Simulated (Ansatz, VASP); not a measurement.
# One calculation of Cd, two programs

```
Cd
1.0
     2.24457    1.29590    1.47410
    -2.24457    1.29590    1.47410
     0.00000   -2.59180    1.47410
Cd
1
Direct
  0.50000 0.50000 0.50000
```

Alike in both runs: task relaxation of cell and atoms; functional PBE; k mesh 18 × 18 × 18; occupations gaussian, width 0.1 eV; no spin polarisation.

|  | VASP | Ansatz |
| --- | --- | --- |
| version | VASP 6.6.1 | Ansatz 0.2.0 |
| potentials or method | VASP PAW PBE potentials, release 64 (Cd), cutoff 600 eV | scalar-relativistic, plane waves, PAW |
| valence electrons in the cell | 12 | 20 |

Ansatz gave:

- gap on the k mesh at the Fermi level, each at its own relaxed structure (eV): none
- relaxed volume (Å³/atom): 23.57
- relaxed cell length with the largest relative difference (Å): 3.040

**Question.** Which values does VASP return?

**Answer.** gap on the k mesh at the Fermi level, each at its own relaxed structure (eV): none; relaxed volume (Å³/atom): 23.55; relaxed cell length with the largest relative difference (Å): 3.115.

A gap of «none» marks a metal or a gap that the smearing closes. VASP's potentials hold 12 valence electrons a cell and Ansatz's 20, so a difference there can come from the potentials and not from the codes.
